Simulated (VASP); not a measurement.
# K2Be2Pt (P-6m2) in VASP: single point with PBE

Aim: the single point of K2Be2Pt with PBE.

Everything below comes from runs of VASP 6.6.1. Logs are shortened: lines on timing, memory, paths and dates and some standing lists are left out, and cuts for length are marked.

## (1) The cell of the first run

Symmetry: P-6m2, No. 187, hexagonal system. The conventional cell has a = 3.840 Å, b = 3.840 Å, c = 8.252 Å, α = 90.00°, β = 90.00°, γ = 120.00°. Within 3.9 Å of K (site symmetry 3m) lie 6 Be at 2.80 Å and 3 Pt at 3.28 Å and 7 K at 3.43 to 3.84 Å. Within 2.9 Å of Be (site symmetry -6m2) lie 3 Be at 2.22 Å and 6 K at 2.80 Å. Within 2.9 Å of Be (site symmetry -6m2) lie 3 Be at 2.22 Å and 6 K at 2.80 Å. Within 4.3 Å of Pt (site symmetry -6m2) lie 6 K at 3.28 Å and 6 Pt at 3.84 Å and 2 Be at 4.13 Å.

The cell was built from a structure type or drawn by symmetry, and may not be a known phase.

## (2) Single point, PBE

The input, INCAR:

```
SYSTEM = K2Be2Pt
ALGO = Normal
EDIFF = 1E-7
ENCUT = 520
GGA = PE
ISIF = 2
ISMEAR = 0
LASPH = .TRUE.
LCHARG = .FALSE.
LREAL = .FALSE.
LWAVE = .FALSE.
NBANDS = 24
NELM = 60
PREC = Accurate
SIGMA = 0.1
```

The input, KPOINTS:

```
k-points
0
G
  6 6 2
  0 0 0
```

The input, POSCAR:

```
K2Be2Pt
1.0
    3.8399138700      0.0000000000      0.0000000000
   -1.9199569300      3.3254629600      0.0000000000
    0.0000000000      0.0000000000      8.2522170400
K Be Pt
2 2 1
Direct
    0.0000000000      0.0000000000      0.2076934400
    0.0000000000      0.0000000000      0.7923065600
    0.3333333300      0.6666666700      0.0000000000
    0.6666666700      0.3333333300      0.0000000000
    0.6666666700      0.3333333300      0.5000000000
```

Potentials or basis: VASP PAW PBE potentials, release 64 (K_sv, Be, Pt).

Run with:

```
$ cat potpaw_PBE.64/K_sv/POTCAR potpaw_PBE.64/Be/POTCAR potpaw_PBE.64/Pt/POTCAR > POTCAR
$ mpirun -np 1 vasp_std > vasp.out
```

OUTCAR:

```text
SYSTEM = K2Be2Pt
   EDIFF = 1E-7
   ENCUT = 520
   GGA = PE
   ISIF = 2
   ISMEAR = 0
   LASPH = .TRUE.
   LREAL = .FALSE.
   NELM = 60
   PREC = Accurate

 ion  position               nearest neighbor table
   1  0.000  0.000  0.208-   3 2.80   4 2.80   3 2.80   4 2.80   4 2.80   3 2.80   5 3.28   5 3.28
                             5 3.28   2 3.43
   2  0.000  0.000  0.792-   3 2.80   4 2.80   3 2.80   4 2.80   4 2.80   3 2.80   5 3.28   5 3.28
                             5 3.28   1 3.43
   3  0.333  0.667  0.000-   4 2.22   4 2.22   4 2.22   1 2.80   2 2.80   2 2.80   1 2.80   2 2.80
                             1 2.80
   4  0.667  0.333  0.000-   3 2.22   3 2.22   3 2.22   1 2.80   2 2.80   1 2.80   2 2.80   1 2.80
                             2 2.80
   5  0.667  0.333  0.500-   1 3.28   2 3.28   1 3.28   2 3.28   1 3.28   2 3.28

  LATTYP: Found a hexagonal cell.
 ALAT       =     3.8399138700
 C/A-ratio  =     2.1490630570

  Lattice vectors:

 A1 = (   3.8399138700,   0.0000000000,   0.0000000000)
 A2 = (  -1.9199569300,   3.3254629600,   0.0000000000)
 A3 = (   0.0000000000,   0.0000000000,   8.2522170400)

Analysis of symmetry for initial positions (statically):
=====================================================================
 Subroutine PRICEL returns:
 Original cell was already a primitive cell.

 Routine SETGRP: Setting up the symmetry group for a
 hexagonal supercell.

 Subroutine GETGRP returns: Found 12 space group operations
 (whereof 12 operations were pure point group operations)
 out of a pool of 24 trial point group operations.

The static configuration has the point symmetry D_3h.

Analysis of symmetry for dynamics (positions and initial velocities):
=====================================================================
 Subroutine PRICEL returns:
 Original cell was already a primitive cell.

 Routine SETGRP: Setting up the symmetry group for a
 hexagonal supercell.

 Subroutine GETGRP returns: Found 12 space group operations
 (whereof 12 operations were pure point group operations)
 out of a pool of 24 trial point group operations.

The dynamic configuration has the point symmetry D_3h.

 Subroutine INISYM returns: Found 12 space group operations
 (whereof 12 operations are pure point group operations),
 and found     1 'primitive' translations

----------------------------------------------------------------------------------------

                                     Primitive cell
[... 87 lines left out ...]
   LREAL  =      F    real-space projection
   EDIFFG = 0.1E-05   stopping-criterion for IOM
   NSW    =      0    number of steps for IOM
   IBRION =     -1    ionic relax: 0-MD 1-quasi-New 2-CG
   NFREE  =      0    steps in history (QN), initial steepest desc. (CG)
   ISIF   =      2    stress and relaxation
   ISYM   =      2    0-nonsym 1-usesym 2-fastsym
   POTIM  = 0.5000    time-step for ionic-motion
   TEBEG  =    0.0;   TEEND  =   0.0 temperature during run
   PSTRESS=    0.0 pullay stress
   NELECT =      32.0000    total number of electrons
   NUPDOWN=      -1.0000    fix difference up-down
   EMIN   =  10.00;   EMAX   =-10.00  energy-range for DOS
   EFERMI =   0.00;   METHOD = LEGACY
   ISMEAR =     0;   SIGMA  =   0.10  broadening in eV -4-tet -1-fermi 0-gaus
   EFERMI_NEDOS =   21; number of points for ismear=-14 and -15
   IALGO  =     38    algorithm
   IMIX   =      4    mixing-type and parameters
     AMIX     =   0.40;   BMIX     =  1.00
     AMIX_MAG =   1.60;   BMIX_MAG =  1.00
  volume/ion in A,a.u.               =      21.08       142.22
  Fermi-wavevector in a.u.,A,eV,Ry     =   1.100382  2.079420 16.474481  1.210840
  Thomas-Fermi vector in A             =   2.236792
   LORBIT       =      0    0 simple, 1 ext, 2 COOP (PROOUT), +10 PAW based schemes
   GGA     = PE    functional components
   LHFCALC =     F    Hartree Fock is set to
   AEXX    =    0.0000 exact exchange contribution
   IVDW    =     0    specifies the selected vdW correction
   LEPSILON=     F    determine dielectric tensor
   LRPA    =     F    only Hartree local field effects (RPA)
 non-spin polarized calculation
 Gauss-broadening in eV      SIGMA  =   0.10
  energy-cutoff  :      520.00
  volume of cell :      105.38
 maximum number of plane-waves:      2864
 NGX is ok and might be reduce to    30
   NGX = 15   NGY = 15   NGZ = 31

 number of electron      31.9999994 magnetization

 Free energy of the ion-electron system (eV)
  ---------------------------------------------------
  ext. energy  EPLUGINS =         0.00000000
  ---------------------------------------------------
  free energy    TOTEN  =        -9.51020539 eV

  energy without entropy =       -9.49249545  energy(sigma->0) =       -9.50135042

 E-fermi :   2.3947     XC(G=0):  -9.0729

 val. band max:        2.3848419374   @ k =   0.5000   0.0000   0.0000
 cond. band min:       2.3964085795   @ k =   0.1667   0.1667   0.5000
 fundamental gap:      0.0115666421
 Fermi energy:         2.3946933494

 k-point     1 :       0.0000    0.0000    0.0000
  band No.  band energies     occupation
      1     -27.5357      2.00000
      2     -27.4928      2.00000
      3     -11.4415      2.00000
      4     -10.9966      2.00000
      5     -10.9966      2.00000
      6     -10.9391      2.00000
[... 367 lines left out ...]
     23       7.2413      0.00000
     24       9.5346      0.00000

------------------------ aborting loop because EDIFF is reached ----------------------------------------

  FORCE on cell =-STRESS in cart. coord.  units (eV):
  Direction    XX          YY          ZZ          XY          YZ          ZX
  --------------------------------------------------------------------------------------
  -------------------------------------------------------------------------------------
  Total        4.2056428      4.2056428      8.2126536      0.0000000      0.0000000     -0.0000000
  in kB       63.9438420     63.9438420    124.8676244      0.0000001      0.0000000     -0.0000000
  external PRESSURE =      84.2517695 kB  Pullay stress =       0.0000000 kB

 VOLUME and BASIS-vectors are now :
 -----------------------------------------------------------------------------
  energy-cutoff  :      520.00
  volume of cell :      105.38
      direct lattice vectors                 reciprocal lattice vectors
     3.839913870  0.000000000  0.000000000     0.260422508  0.150355005  0.000000000
    -1.919956930  3.325462960  0.000000000     0.000000000  0.300710010  0.000000000
     0.000000000  0.000000000  8.252217040     0.000000000  0.000000000  0.121179556

 POSITION                                       TOTAL-FORCE (eV/Angst)
 -----------------------------------------------------------------------------------
      0.00000      0.00000      1.71393         0.000000     -0.000000      2.728310
      0.00000      0.00000      6.53829         0.000000     -0.000000     -2.728310
     -0.00000      2.21698      0.00000         0.000000      0.000000      0.000000
      1.91996      1.10849      0.00000         0.000000      0.000000      0.000000
      1.91996      1.10849      4.12611        -0.000000      0.000000      0.000000
 -----------------------------------------------------------------------------------
    total drift:                               -0.000007      0.000004      0.000000

  FREE ENERGIE OF THE ION-ELECTRON SYSTEM (eV)
  ---------------------------------------------------
  free  energy   TOTEN  =        -9.5102053860 eV

  energy  without entropy=       -9.4924954479  energy(sigma->0) =       -9.50135042
```

OSZICAR:

```text
N       E                     dE             d eps       ncg     rms          rms(c)
DAV:   1     0.194076393032E+03    0.19408E+03   -0.14502E+04   672   0.120E+03
DAV:   2     0.124607382256E+01   -0.19283E+03   -0.17854E+03   800   0.317E+02
DAV:   3    -0.113891573269E+02   -0.12635E+02   -0.12267E+02  1192   0.634E+01
DAV:   4    -0.118694207581E+02   -0.48026E+00   -0.47915E+00   896   0.105E+01
DAV:   5    -0.118821101530E+02   -0.12689E-01   -0.12689E-01  1080   0.123E+00    0.164E+01
DAV:   6    -0.156826410048E+02   -0.38005E+01   -0.54390E+01   768   0.227E+01    0.127E+01
DAV:   7    -0.103404698328E+02    0.53422E+01   -0.66509E+00   760   0.130E+01    0.605E+00
DAV:   8    -0.959079941828E+01    0.74967E+00   -0.16194E+00   808   0.692E+00    0.635E+00
DAV:   9    -0.952339709652E+01    0.67402E-01   -0.49203E-01   856   0.333E+00    0.807E-01
DAV:  10    -0.952246292898E+01    0.93417E-03   -0.67645E-02   888   0.148E+00    0.819E-01
DAV:  11    -0.951024327453E+01    0.12220E-01   -0.22323E-02   784   0.824E-01    0.205E-01
DAV:  12    -0.951079136654E+01   -0.54809E-03   -0.18447E-03  1000   0.279E-01    0.172E-01
DAV:  13    -0.951055630281E+01    0.23506E-03   -0.32042E-04   888   0.952E-02    0.943E-02
DAV:  14    -0.951022855559E+01    0.32775E-03   -0.22285E-04   776   0.911E-02    0.228E-02
DAV:  15    -0.951021371201E+01    0.14844E-04   -0.26774E-05   912   0.290E-02    0.151E-02
DAV:  16    -0.951020768550E+01    0.60265E-05   -0.49303E-06   896   0.120E-02    0.548E-03
DAV:  17    -0.951020528796E+01    0.23975E-05   -0.33470E-06   840   0.103E-02    0.188E-03
DAV:  18    -0.951020538599E+01   -0.98030E-07   -0.47747E-07   816   0.340E-03
   1 F= -.95102054E+01 E0= -.95013504E+01  d E =-.177099E-01
```

stdout:

```text
POSCAR found type information on POSCAR K BePt
 POSCAR found :  3 types and       5 ions
 scaLAPACK will be used
 LDA part: xc-table for (Slater+PW92), standard interpolation
 POSCAR, INCAR and KPOINTS ok, starting setup
 FFT: planning ... GRIDC
 FFT: planning ... GRID_SOFT
 FFT: planning ... GRID
 WAVECAR not read
 entering main loop
```

Run time: 80 s. Hardware: 1 thread of Intel Xeon Platinum 8488C (Sapphire Rapids), shared host; peak memory 0.24 GiB.

Results:

```yaml
Free_energy: -9.5102 eV
Pressure: 8.4 GPa
Largest_force: 2.728 eV/Å
Band_gap_on_the_k_mesh: zero (bands 16 and 17 overlap by 0.18 eV)
```

Forces in eV/Å, atoms in the order of the input:
```
K    0.000  0.000  2.728
K    0.000  0.000 -2.728
Be   0.000  0.000  0.000
Be   0.000  0.000  0.000
Pt   0.000  0.000  0.000
```

Caveat: the k points lie up to 0.38 Å⁻¹ apart; spin-orbit coupling is left out, which moves the levels of the heavy elements; forces of over 1 eV/Å act on the atoms, so gaps and moduli don't describe the material at rest.
